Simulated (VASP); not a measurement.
# BeS (rocksalt type) (Fm-3m) in VASP: further runs

Runs on BeS (rocksalt type). Level: PBE. Tasks: electric field gradients.

All numbers are computed with VASP 6.6.1; they aren't measurements. Logs are shortened: lines on timing, memory, paths and dates and some standing lists are left out, and cuts for length are marked.

### Step 1. The cell of the first run

The structure is cubic, space group Fm-3m (No. 225). The conventional cell has a = 4.667 Å, b = 4.667 Å, c = 4.667 Å, α = 90.00°, β = 90.00°, γ = 90.00°. Be (site symmetry m-3m) has 6 S at 2.33 Å within 3.1 Å. Within 3.1 Å of S (site symmetry m-3m) lie 6 Be at 2.33 Å.

### Step 2. Electric field gradients, PBE (volume scaled by 1.025)

Input file INCAR:

```
SYSTEM = BeS
ALGO     = Normal         ! electronic algorithm
EDIFF    = 1E-8           ! SCF threshold, eV
ENCUT    = 520            ! plane-wave cutoff, eV
GGA      = PE             ! functional
ISIF     = 2              ! what is computed and relaxed
ISMEAR   = -1             ! smearing method
LASPH    = .TRUE.         ! aspherical terms in the spheres
LCHARG   = .FALSE.        ! write CHGCAR
LEFG     = .TRUE.       
LREAL    = .FALSE.        ! projectors in reciprocal space
LWAVE    = .FALSE.        ! write WAVECAR
NBANDS   = 11             ! bands
NELM     = 80             ! most SCF steps
PREC     = Accurate       ! precision mode
SIGMA    = 0.08           ! smearing width, eV
```

Input file KPOINTS:

```
k-points
0
G
  13 13 13
  0 0 0
```

Input file POSCAR:

```
BeS
1.0
    0.0000000000      2.3335901292      2.3335901292
    2.3335901292      0.0000000000      2.3335901292
    2.3335901292      2.3335901292      0.0000000000
Be S
1 1
Direct
    0.0000000000      0.0000000000      0.0000000000
    0.5000000000      0.5000000000      0.5000000000
```

Potentials or basis: VASP PAW PBE potentials, release 64 (Be, S).

The run is started by

```sh
cat potpaw_PBE.64/Be/POTCAR potpaw_PBE.64/S/POTCAR > POTCAR
mpirun -np 1 vasp_std > vasp.out
```

OUTCAR:

```text
SYSTEM = BeS
   EDIFF = 1E-8
   ENCUT = 520
   GGA = PE
   ISIF = 2
   ISMEAR = -1
   LASPH = .TRUE.
   LREAL = .FALSE.
   NELM = 80
   PREC = Accurate

 ion  position               nearest neighbor table
   1  0.000  0.000  0.000-   2 2.33   2 2.33   2 2.33   2 2.33   2 2.33   2 2.33
   2  0.500  0.500  0.500-   1 2.33   1 2.33   1 2.33   1 2.33   1 2.33   1 2.33

  LATTYP: Found a face centered cubic cell.
 ALAT       =     4.6671802584

  Lattice vectors:

 A1 = (   0.0000000000,   2.3335901292,   2.3335901292)
 A2 = (   2.3335901292,   0.0000000000,   2.3335901292)
 A3 = (   2.3335901292,   2.3335901292,   0.0000000000)

Analysis of symmetry for initial positions (statically):
=====================================================================
 Subroutine PRICEL returns:
 Original cell was already a primitive cell.

 Routine SETGRP: Setting up the symmetry group for a
 face centered cubic supercell.

 Subroutine GETGRP returns: Found 48 space group operations
 (whereof 48 operations were pure point group operations)
 out of a pool of 48 trial point group operations.

The static configuration has the point symmetry O_h .

Analysis of symmetry for dynamics (positions and initial velocities):
=====================================================================
 Subroutine PRICEL returns:
 Original cell was already a primitive cell.

 Routine SETGRP: Setting up the symmetry group for a
 face centered cubic supercell.

 Subroutine GETGRP returns: Found 48 space group operations
 (whereof 48 operations were pure point group operations)
 out of a pool of 48 trial point group operations.

The dynamic configuration has the point symmetry O_h .

 Subroutine INISYM returns: Found 48 space group operations
 (whereof 48 operations are pure point group operations),
 and found     1 'primitive' translations

----------------------------------------------------------------------------------------

                                     Primitive cell

  volume of cell :      25.4158

  direct lattice vectors                    reciprocal lattice vectors
     0.000000000  2.333590129  2.333590129    -0.214262134  0.214262134  0.214262134
     2.333590129  0.000000000  2.333590129     0.214262134 -0.214262134  0.214262134
     2.333590129  2.333590129  0.000000000     0.214262134  0.214262134 -0.214262134

  length of vectors
     3.300194810  3.300194810  3.300194810     0.371112902  0.371112902  0.371112902

  position of ions in fractional coordinates (direct lattice)
     0.000000000  0.000000000  0.000000000
     0.500000000  0.500000000  0.500000000

  ion indices of the primitive-cell ions
   primitive index   ion index
                 1           1
                 2           2

----------------------------------------------------------------------------------------

 KPOINTS: k-points

Automatic generation of k-mesh.
 Grid dimensions read from file:
 generate k-points for:   13   13   13

 Generating k-lattice:

  Cartesian coordinates                     Fractional coordinates (reciprocal lattice)
    -0.016481703  0.016481703  0.016481703     0.076923077  0.000000000  0.000000000
     0.016481703 -0.016481703  0.016481703     0.000000000  0.076923077  0.000000000
     0.016481703  0.016481703 -0.016481703     0.000000000  0.000000000  0.076923077

  Length of vectors
     0.028547146  0.028547146  0.028547146

  Shift w.r.t. Gamma in fractional coordinates (k-lattice)
     0.000000000  0.000000000  0.000000000

 Subroutine IBZKPT returns following result:
 ===========================================

 Found     84 irreducible k-points:

 Following reciprocal coordinates:
            Coordinates               Weight
  0.000000  0.000000  0.000000      1.000000
  0.076923  0.000000  0.000000      8.000000
  0.153846  0.000000  0.000000      8.000000
  0.230769  0.000000  0.000000      8.000000
  0.307692  0.000000  0.000000      8.000000
  0.384615  0.000000  0.000000      8.000000
[... 16 lines left out ...]
  0.384615  0.153846  0.000000     24.000000
  0.461538  0.153846  0.000000     24.000000
 [... further k-points ...]
   k-points           NKPTS =     84   k-points in BZ     NKDIM =     84   number of bands    NBANDS=     11
   number of dos      NEDOS =    301   number of ions     NIONS =      2
   total plane-waves  NPLWV =  21952
   dimension x,y,z NGX =    28 NGY =   28 NGZ =   28
   dimension x,y,z NGXF=    56 NGYF=   56 NGZF=   56
   ions per type =               1   1
   NGX,Y,Z   is equivalent  to a cutoff of  14.10, 14.10, 14.10 a.u.
   NGXF,Y,Z  is equivalent  to a cutoff of  28.21, 28.21, 28.21 a.u.
 SYSTEM =  BeS
   PREC   = accura    normal or accurate (medium, high low for compatibility)
   ISTART =      0    job   : 0-new  1-cont  2-samecut
   ICHARG =      2    charge: 1-file 2-atom 10-const
   ISPIN  =      1    spin polarized calculation?
   LNONCOLLINEAR =      F non collinear calculations
   LSORBIT =      F    spin-orbit coupling
   LASPH  =      T    aspherical Exc in radial PAW
   ENCUT  =  520.0 eV  38.22 Ry    6.18 a.u.   6.14  6.14  6.14*2*pi/ulx,y,z
   NELM   =     80;   NELMIN=  2; NELMDL= -5     # of ELM steps
   EDIFF  = 0.1E-07   stopping-criterion for ELM
   LREAL  =      F    real-space projection
   EDIFFG = 0.1E-06   stopping-criterion for IOM
   NSW    =      0    number of steps for IOM
   IBRION =     -1    ionic relax: 0-MD 1-quasi-New 2-CG
   NFREE  =      0    steps in history (QN), initial steepest desc. (CG)
   ISIF   =      2    stress and relaxation
   ISYM   =      2    0-nonsym 1-usesym 2-fastsym
   POTIM  = 0.5000    time-step for ionic-motion
   TEBEG  =    0.0;   TEEND  =   0.0 temperature during run
   PSTRESS=    0.0 pullay stress
   NELECT =       8.0000    total number of electrons
   NUPDOWN=      -1.0000    fix difference up-down
   EMIN   =  10.00;   EMAX   =-10.00  energy-range for DOS
   EFERMI =   0.00;   METHOD = LEGACY
   ISMEAR =    -1;   SIGMA  =   0.08  broadening in eV -4-tet -1-fermi 0-gaus
   EFERMI_NEDOS =   21; number of points for ismear=-14 and -15
   IALGO  =     38    algorithm
   IMIX   =      4    mixing-type and parameters
     AMIX     =   0.40;   BMIX     =  1.00
     AMIX_MAG =   1.60;   BMIX_MAG =  1.00
  volume/ion in A,a.u.               =      12.71        85.76
  Fermi-wavevector in a.u.,A,eV,Ry     =   1.113620  2.104436 16.873250  1.240149
  Thomas-Fermi vector in A             =   2.250206
   LORBIT       =      0    0 simple, 1 ext, 2 COOP (PROOUT), +10 PAW based schemes
   GGA     = PE    functional components
   LHFCALC =     F    Hartree Fock is set to
   AEXX    =    0.0000 exact exchange contribution
   IVDW    =     0    specifies the selected vdW correction
   LEPSILON=     F    determine dielectric tensor
   LRPA    =     F    only Hartree local field effects (RPA)
 non-spin polarized calculation
  energy-cutoff  :      520.00
  volume of cell :       25.42
 maximum number of plane-waves:       701
 NGX is ok and might be reduce to    28
   NGX = 13   NGY = 13   NGZ = 13

 number of electron       7.9999999 magnetization

 Free energy of the ion-electron system (eV)
  ---------------------------------------------------
  ext. energy  EPLUGINS =         0.00000000
  ---------------------------------------------------
  free energy    TOTEN  =        -8.88997399 eV

  energy without entropy =       -8.88994005  energy(sigma->0) =       -8.88995702

 E-fermi :   6.9061     XC(G=0): -10.5198

 val. band max:        6.3445447740   @ k =  -0.1538   0.1538   0.0000
 cond. band min:       7.3494747749   @ k =   0.4615   0.4615   0.0000
 fundamental gap:      1.0049300009
 Fermi energy:         6.9060814943

 k-point     1 :       0.0000    0.0000    0.0000
  band No.  band energies     occupation
      1      -8.5696      2.00000
      2       6.0455      1.99996
      3       6.0455      1.99996
      4       6.0455      1.99996
      5      11.3856      0.00000
      6      15.1947      0.00000
      7      15.1947      0.00000
      8      15.1947      0.00000
      9      15.8124      0.00000
     10      15.8124      0.00000
     11      15.8124      0.00000
[... 309 lines left out ...]
 k-point    24 :       0.4615    0.1538    0.0000
  band No.  band energies     occupation
      1      -6.3984      2.00000
      2       0.0404      2.00000
      3       4.2953      2.00000
      4       4.8655      2.00000
      5       9.6228      0.00000
      6      12.2102      0.00000
      7      12.4932      0.00000
      8      16.7831      0.00000
      9      17.2418      0.00000
     10      22.1820      0.00000
     11      22.6952      0.00000

 [... further k-points ...]
[... 5 lines left out ...]
  --------------------------------------------------------------------------------------
  -------------------------------------------------------------------------------------
  Total       -0.4107641     -0.4107641     -0.4107641      0.0000000     -0.0000000      0.0000000
  in kB      -25.8940093    -25.8940093    -25.8940093      0.0000000     -0.0000000      0.0000000
  external PRESSURE =     -25.8940093 kB  Pullay stress =       0.0000000 kB

 VOLUME and BASIS-vectors are now :
 -----------------------------------------------------------------------------
  energy-cutoff  :      520.00
  volume of cell :       25.42
      direct lattice vectors                 reciprocal lattice vectors
     0.000000000  2.333590129  2.333590129    -0.214262134  0.214262134  0.214262134
     2.333590129  0.000000000  2.333590129     0.214262134 -0.214262134  0.214262134
     2.333590129  2.333590129  0.000000000     0.214262134  0.214262134 -0.214262134

 POSITION                                       TOTAL-FORCE (eV/Angst)
 -----------------------------------------------------------------------------------
      0.00000      0.00000      0.00000        -0.000000     -0.000000     -0.000000
      2.33359      2.33359      2.33359         0.000000      0.000000      0.000000
 -----------------------------------------------------------------------------------
    total drift:                                0.000000      0.000000      0.000000

  FREE ENERGIE OF THE ION-ELECTRON SYSTEM (eV)
  ---------------------------------------------------
  free  energy   TOTEN  =        -8.8899739885 eV

  energy  without entropy=       -8.8899400549  energy(sigma->0) =       -8.88995702

 Electric field gradients (V/A^2)
---------------------------------------------------------------------
 ion       V_xx      V_yy      V_zz      V_xy      V_xz      V_yz
---------------------------------------------------------------------
   1      -0.000    -0.000     0.000    -0.000    -0.000    -0.000
   2      -0.000    -0.000     0.000    -0.000    -0.000    -0.000
---------------------------------------------------------------------

 Electric field gradients after diagonalization (V/A^2)
 (convention: |V_zz| > |V_xx| > |V_yy|)
----------------------------------------------------------------------
 ion       V_xx      V_yy      V_zz     asymmetry (V_yy - V_xx)/ V_zz
----------------------------------------------------------------------
   1       0.000     0.000    -0.000       0.000
   2       0.000     0.000    -0.001       0.000
----------------------------------------------------------------------

           NMR quadrupolar parameters

 Cq : quadrupolar parameter    Cq=e*Q*V_zz/h
 eta: asymmetry parameters     (V_yy - V_xx)/ V_zz
 Q  : nuclear electric quadrupole moment in mb (millibarn)
----------------------------------------------------------------------
 ion       Cq(MHz)       eta       Q (mb)
----------------------------------------------------------------------
   1      -0.000       0.000       1.000
   2      -0.000       0.000       1.000
----------------------------------------------------------------------
```

Run time: 32 s. Hardware: 1 thread of Intel Xeon Platinum 8259CL at 2.50GHz (Skylake/Cascade Lake), shared host; peak memory 0.16 GiB.

What came out:

| Item | Value |
| --- | --- |
| Free energy | -8.8900 eV |
| Pressure | -2.6 GPa |
| Band gap on the k mesh | 1.00 eV, indirect (least direct gap 4.07 eV) |

Levels at points of the mesh, in eV from the valence-band top:
```
           k point  band 1  band 2  band 3  band 4  band 5  band 6  band 7  band 8  band 9
(0.00, 0.00, 0.00)  -14.91   -0.30   -0.30   -0.30    5.04    8.85    8.85    8.85    9.47
```

Caveat: without QUAD_EFG the Cq values of the log hold for a quadrupole moment of 1 mb, not for the nuclei.

### Step 3. Electric field gradients, PBE (volume scaled by 1.05)

Input file INCAR:

```
SYSTEM = BeS
PREC = Accurate
ENCUT = 520
EDIFF = 1E-8
ISMEAR = -1
SIGMA = 0.08
LREAL = .FALSE.
LASPH = .TRUE.
NELM = 80
ALGO = Normal
ISIF = 2
LWAVE = .FALSE.
LCHARG = .FALSE.
GGA = PE
LEFG = .TRUE.
NBANDS = 11
```

Input file KPOINTS:

```
Automatic mesh
0
G
  13 13 13
  0 0 0
```

Input file POSCAR:

```
BeS
1.0
    0.0000000000      2.3524102172      2.3524102172
    2.3524102172      0.0000000000      2.3524102172
    2.3524102172      2.3524102172      0.0000000000
Be S
1 1
Direct
    0.0000000000      0.0000000000      0.0000000000
    0.5000000000      0.5000000000      0.5000000000
```

Potentials or basis: VASP PAW PBE potentials, release 64 (Be, S).

The run is started by

```sh
cat potpaw_PBE.64/Be/POTCAR potpaw_PBE.64/S/POTCAR > POTCAR
mpirun -np 1 vasp_std > vasp.out
```

OUTCAR:

```text
SYSTEM = BeS
   PREC = Accurate
   ENCUT = 520
   EDIFF = 1E-8
   ISMEAR = -1
   LREAL = .FALSE.
   LASPH = .TRUE.
   NELM = 80
   ISIF = 2
   GGA = PE

 ion  position               nearest neighbor table
   1  0.000  0.000  0.000-   2 2.35   2 2.35   2 2.35   2 2.35   2 2.35   2 2.35
   2  0.500  0.500  0.500-   1 2.35   1 2.35   1 2.35   1 2.35   1 2.35   1 2.35

  LATTYP: Found a face centered cubic cell.
 ALAT       =     4.7048204344

  Lattice vectors:

 A1 = (   0.0000000000,   2.3524102172,   2.3524102172)
[... 549 lines left out ...]
  ---------------------------------------------------
  free  energy   TOTEN  =        -8.8757045368 eV

  energy  without entropy=       -8.8756671982  energy(sigma->0) =       -8.87568587

 Electric field gradients (V/A^2)
---------------------------------------------------------------------
 ion       V_xx      V_yy      V_zz      V_xy      V_xz      V_yz
---------------------------------------------------------------------
   1       0.000    -0.000    -0.000    -0.000    -0.000    -0.000
   2       0.000     0.000    -0.000    -0.000    -0.000    -0.000
---------------------------------------------------------------------

 Electric field gradients after diagonalization (V/A^2)
 (convention: |V_zz| > |V_xx| > |V_yy|)
----------------------------------------------------------------------
 ion       V_xx      V_yy      V_zz     asymmetry (V_yy - V_xx)/ V_zz
----------------------------------------------------------------------
   1       0.000     0.000    -0.000       0.000
   2       0.000     0.000    -0.000       0.000
----------------------------------------------------------------------

           NMR quadrupolar parameters

 Cq : quadrupolar parameter    Cq=e*Q*V_zz/h
 eta: asymmetry parameters     (V_yy - V_xx)/ V_zz
 Q  : nuclear electric quadrupole moment in mb (millibarn)
----------------------------------------------------------------------
 ion       Cq(MHz)       eta       Q (mb)
----------------------------------------------------------------------
   1      -0.000       0.000       1.000
   2      -0.000       0.000       1.000
----------------------------------------------------------------------
```

OSZICAR:

```text
N       E                     dE             d eps       ncg     rms          rms(c)
DAV:   1     0.195501791268E+02    0.19550E+02   -0.38647E+03  1856   0.630E+02
DAV:   2    -0.779361468282E+01   -0.27344E+02   -0.25904E+02  2424   0.111E+02
DAV:   3    -0.895632567862E+01   -0.11627E+01   -0.11589E+01  2383   0.225E+01
DAV:   4    -0.896236087502E+01   -0.60352E-02   -0.60340E-02  2250   0.188E+00
DAV:   5    -0.896240096028E+01   -0.40085E-04   -0.40084E-04  2401   0.150E-01    0.593E+00
DAV:   6    -0.887566751341E+01    0.86733E-01   -0.22409E-01  2167   0.192E+00    0.400E+00
DAV:   7    -0.887473749307E+01    0.93002E-03   -0.66972E-02  2520   0.123E+00    0.169E+00
DAV:   8    -0.887571815558E+01   -0.98066E-03   -0.61437E-03  2129   0.380E-01    0.356E-01
DAV:   9    -0.887568763626E+01    0.30519E-04   -0.18902E-04  2199   0.832E-02    0.603E-02
DAV:  10    -0.887570430143E+01   -0.16665E-04   -0.26893E-05  2159   0.304E-02    0.648E-03
DAV:  11    -0.887570461128E+01   -0.30985E-06   -0.41007E-06  2235   0.102E-02    0.407E-03
DAV:  12    -0.887570458271E+01    0.28563E-07   -0.17118E-07  2312   0.266E-03    0.932E-04
DAV:  13    -0.887570454099E+01    0.41721E-07   -0.67735E-09  1807   0.454E-04    0.367E-04
DAV:  14    -0.887570453681E+01    0.41829E-08   -0.37445E-10  1104   0.127E-04
   1 F= -.88757045E+01 E0= -.88756859E+01  d E =-.373386E-04
```

stdout:

```text
POSCAR found type information on POSCAR BeS
 POSCAR found :  2 types and       2 ions
 scaLAPACK will be used
 LDA part: xc-table for (Slater+PW92), standard interpolation
 POSCAR, INCAR and KPOINTS ok, starting setup
 FFT: planning ... GRIDC
 FFT: planning ... GRID_SOFT
 FFT: planning ... GRID
 WAVECAR not read
 entering main loop
ion   1

ion   2
```

It took 28 s on 1 thread of Intel Xeon Platinum 8259CL at 2.50GHz (Skylake/Cascade Lake), shared host; peak memory 0.16 GiB.

Results:

```yaml
Free_energy: -8.8757 eV
Pressure: -4.8 GPa
Band_gap_on_the_k_mesh: 0.99 eV, indirect (least direct gap 3.96 eV)
```

Caveat: without QUAD_EFG the Cq values of the log hold for a quadrupole moment of 1 mb, not for the nuclei. A k mesh can miss the band edges.
